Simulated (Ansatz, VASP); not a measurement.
# TiC in VASP and in Ansatz

```
CELL_PARAMETERS angstrom
4.33292 0.00000 0.00000
0.00000 -4.33292 0.00000
0.00000 0.00000 -4.33292
ATOMIC_POSITIONS crystal
Ti 0.00000 0.50000 0.50000
Ti 0.50000 0.00000 0.50000
Ti 0.50000 0.50000 0.00000
Ti 0.00000 0.00000 0.00000
C 0.50000 0.00000 0.00000
C 0.00000 0.50000 0.00000
C 0.00000 0.00000 0.50000
C 0.50000 0.50000 0.50000
```

Alike in both runs: task single point; functional PBE; k mesh 14 × 14 × 14; occupations gaussian, width 0.15 eV; no spin polarisation.

```csv
,VASP,Ansatz
version,VASP 6.6.1,Ansatz 0.2.0
potentials or method,"VASP PAW PBE potentials, release 64 (Ti_sv, C), cutoff 520 eV","scalar-relativistic, plane waves, PAW"
valence electrons in the cell,64,64
```

```tsv
	VASP	Ansatz	Ansatz less VASP
gap on the k mesh at the Fermi level (eV)	none	none	-
pressure (GPa)	0.3	0.0	-0.25
```

A gap of «none» marks a metal or a gap that the smearing closes.
